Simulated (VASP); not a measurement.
# Be3Si (I4/mmm) in VASP: single point with RPBE

Aim: the single point of Be3Si with RPBE.

Everything below comes from runs of VASP 6.6.1. Logs are shortened: lines on timing, memory, paths and dates and some standing lists are left out, and cuts for length are marked.

## 1. The cell of the first run

It takes space group I4/mmm (No. 139, tetragonal). The conventional cell has a = 3.411 Å, b = 3.411 Å, c = 6.846 Å, α = 90.00°, β = 90.00°, γ = 90.00°. Within 3.2 Å of Be (site symmetry -4m2) lie 8 Be at 2.41 to 2.42 Å and 4 Si at 2.42 Å. Be (site symmetry 4/mmm) has 4 Si at 2.41 Å and 8 Be at 2.42 Å within 3.2 Å. Within 3.2 Å of Si (site symmetry 4/mmm) lie 12 Be at 2.41 to 2.42 Å.

## 2. Single point, RPBE

File INCAR:

```
ALGO = Normal
EDIFF = 1E-6
ENCUT = 520
GGA = RP
ISIF = 2
ISMEAR = -1
LASPH = T
LCHARG = F
LREAL = F
LWAVE = F
NBANDS = 13
NELM = 60
PREC = Accurate
SIGMA = 0.3
```

File KPOINTS:

```
k-points
0
Gamma
  12 12 12
```

File POSCAR:

```
Be3Si
1.0
   -1.7055660000      1.7055660000      3.4231330000
    1.7055660000     -1.7055660000      3.4231330000
    1.7055660000      1.7055660000     -3.4231330000
Be Si
3 1
Direct
    0.7500000000      0.2500000000      0.5000000000
    0.2500000000      0.7500000000      0.5000000000
    0.5000000000      0.5000000000      0.0000000000
    0.0000000000      0.0000000000      0.0000000000
```

Potentials or basis: VASP PAW PBE potentials, release 64 (Be, Si).

On the command line:

```bash
cat potpaw_PBE.64/Be/POTCAR potpaw_PBE.64/Si/POTCAR > POTCAR
mpirun -np 1 vasp_std > vasp.out
```

OUTCAR:

```text
EDIFF = 1E-6
   ENCUT = 520
   GGA = RP
   ISIF = 2
   ISMEAR = -1
   LASPH = T
   LREAL = F
   NELM = 60
   PREC = Accurate

 ion  position               nearest neighbor table
   1  0.750  0.250  0.500-   4 2.42   4 2.42   4 2.42   4 2.42
   2  0.250  0.750  0.500-   4 2.42   4 2.42   4 2.42   4 2.42
   3  0.500  0.500  0.000-   4 2.41   4 2.41   4 2.41   4 2.41
   4  0.000  0.000  0.000-   3 2.41   3 2.41   3 2.41   3 2.41   1 2.42   1 2.42   2 2.42   2 2.42
                             2 2.42   1 2.42   2 2.42   1 2.42

  LATTYP: Found a body centered tetragonal cell.
 ALAT       =     3.4111320000
 C/A-ratio  =     2.0070363738

  Lattice vectors:

 A1 = (  -1.7055660000,   1.7055660000,   3.4231330000)
 A2 = (   1.7055660000,  -1.7055660000,   3.4231330000)
 A3 = (   1.7055660000,   1.7055660000,  -3.4231330000)

Analysis of symmetry for initial positions (statically):
=====================================================================
 Subroutine PRICEL returns:
 Original cell was already a primitive cell.

 Routine SETGRP: Setting up the symmetry group for a
 body centered tetragonal supercell.

 Subroutine GETGRP returns: Found 16 space group operations
 (whereof 16 operations were pure point group operations)
 out of a pool of 16 trial point group operations.

The static configuration has the point symmetry D_4h.

Analysis of symmetry for dynamics (positions and initial velocities):
=====================================================================
 Subroutine PRICEL returns:
 Original cell was already a primitive cell.

 Routine SETGRP: Setting up the symmetry group for a
 body centered tetragonal supercell.

 Subroutine GETGRP returns: Found 16 space group operations
 (whereof 16 operations were pure point group operations)
 out of a pool of 16 trial point group operations.

The dynamic configuration has the point symmetry D_4h.

 Subroutine INISYM returns: Found 16 space group operations
 (whereof 16 operations are pure point group operations),
 and found     1 'primitive' translations

----------------------------------------------------------------------------------------

                                     Primitive cell

  volume of cell :      39.8310

  direct lattice vectors                    reciprocal lattice vectors
    -1.705566000  1.705566000  3.423133000     0.000000000  0.293157814  0.146065023
     1.705566000 -1.705566000  3.423133000     0.293157814  0.000000000  0.146065023
     1.705566000  1.705566000 -3.423133000     0.293157814  0.293157814  0.000000000
[... 95 lines left out ...]
   ISYM   =      2    0-nonsym 1-usesym 2-fastsym
   POTIM  = 0.5000    time-step for ionic-motion
   TEBEG  =    0.0;   TEEND  =   0.0 temperature during run
   PSTRESS=    0.0 pullay stress
   NELECT =      10.0000    total number of electrons
   NUPDOWN=      -1.0000    fix difference up-down
   EMIN   =  10.00;   EMAX   =-10.00  energy-range for DOS
   EFERMI =   0.00;   METHOD = LEGACY
   ISMEAR =    -1;   SIGMA  =   0.30  broadening in eV -4-tet -1-fermi 0-gaus
   EFERMI_NEDOS =   21; number of points for ismear=-14 and -15
   IALGO  =     38    algorithm
   IMIX   =      4    mixing-type and parameters
     AMIX     =   0.40;   BMIX     =  1.00
     AMIX_MAG =   1.60;   BMIX_MAG =  1.00
  volume/ion in A,a.u.               =       9.96        67.20
  Fermi-wavevector in a.u.,A,eV,Ry     =   1.032764  1.951642 14.512003  1.066602
  Thomas-Fermi vector in A             =   2.166978
   LORBIT       =      0    0 simple, 1 ext, 2 COOP (PROOUT), +10 PAW based schemes
   GGA     = RP    functional components
   LHFCALC =     F    Hartree Fock is set to
   AEXX    =    0.0000 exact exchange contribution
   IVDW    =     0    specifies the selected vdW correction
   LEPSILON=     F    determine dielectric tensor
   LRPA    =     F    only Hartree local field effects (RPA)
 non-spin polarized calculation
  energy-cutoff  :      520.00
  volume of cell :       39.83
 maximum number of plane-waves:      1089
   NGX = 15   NGY = 15   NGZ = 15

 number of electron      10.0000000 magnetization

 Free energy of the ion-electron system (eV)
  ---------------------------------------------------
  ext. energy  EPLUGINS =         0.00000000
  ---------------------------------------------------
  free energy    TOTEN  =       -14.80978632 eV

  energy without entropy =      -14.47950964  energy(sigma->0) =      -14.64464798

 E-fermi :   8.0055     XC(G=0): -10.6640

 val. band max:        8.0050357844   @ k =   0.0833   0.0833  -0.0000
 cond. band min:       8.0059073024   @ k =  -0.4167   0.4167   0.1667
 fundamental gap:      0.0008715181
 Fermi energy:         8.0055158436

 k-point     1 :       0.0000    0.0000    0.0000
  band No.  band energies     occupation
      1      -4.6994      2.00000
      2       4.6379      1.99997
      3       7.4142      1.75546
      4       7.4142      1.75546
      5       8.1696      0.73313
      6       8.1696      0.73313
      7       8.8375      0.11758
      8       9.1361      0.04513
      9      10.2064      0.00130
     10      12.5186      0.00000
     11      15.0657      0.00000
     12      15.6369      0.00000
     13      15.6369      0.00000
[... 354 lines left out ...]
  band No.  band energies     occupation
      1      -2.5033      2.00000
      2       1.0005      2.00000
      3       3.6036      2.00000
      4       5.5272      1.99948
      5       6.4280      1.98965
      6       7.7284      1.43159
      7       9.7134      0.00672
      8      12.4344      0.00000
      9      14.2438      0.00000
     10      15.4247      0.00000
     11      16.0491      0.00000
     12      17.2717      0.00000
     13      18.9125      0.00000

 [... further k-points ...]
[... 5 lines left out ...]
  --------------------------------------------------------------------------------------
  -------------------------------------------------------------------------------------
  Total        0.3383197      0.3383197      0.3107632      0.0000000     -0.0000000     -0.0000000
  in kB       13.6087125     13.6087125     12.5002668      0.0000000     -0.0000000     -0.0000000
  external PRESSURE =      13.2392306 kB  Pullay stress =       0.0000000 kB

 VOLUME and BASIS-vectors are now :
 -----------------------------------------------------------------------------
  energy-cutoff  :      520.00
  volume of cell :       39.83
      direct lattice vectors                 reciprocal lattice vectors
    -1.705566000  1.705566000  3.423133000     0.000000000  0.293157814  0.146065023
     1.705566000 -1.705566000  3.423133000     0.293157814  0.000000000  0.146065023
     1.705566000  1.705566000 -3.423133000     0.293157814  0.293157814  0.000000000

 POSITION                                       TOTAL-FORCE (eV/Angst)
 -----------------------------------------------------------------------------------
      0.00000      1.70557      1.71157        -0.000000      0.000000     -0.000000
      1.70557      0.00000      1.71157         0.000000     -0.000000     -0.000000
      0.00000      0.00000      3.42313         0.000000     -0.000000      0.000000
      0.00000      0.00000      0.00000         0.000000     -0.000000      0.000000
 -----------------------------------------------------------------------------------
    total drift:                                0.000000     -0.000000     -0.000000

  FREE ENERGIE OF THE ION-ELECTRON SYSTEM (eV)
  ---------------------------------------------------
  free  energy   TOTEN  =       -14.8097863193 eV

  energy  without entropy=      -14.4795096399  energy(sigma->0) =      -14.64464798
```

Run time: 1.8 min. Hardware: 1 thread of Intel Xeon 8259CL, shared host; peak memory 0.22 GiB.

What came out:

| Property | Result |
| --- | --- |
| Free energy | -14.8098 eV |
| Pressure | 1.3 GPa |
| Band gap on the k mesh | zero (band 5 reaches 11.43 eV, above the bottom of band 6 at 6.52 eV) |

Stress tensor (GPa, compression positive):
```
1.36 0.00 0.00
0.00 1.36 0.00
0.00 0.00 1.25
```

Caveat: the PAW data sets were made with another functional, which shifts forces and pressure a little.
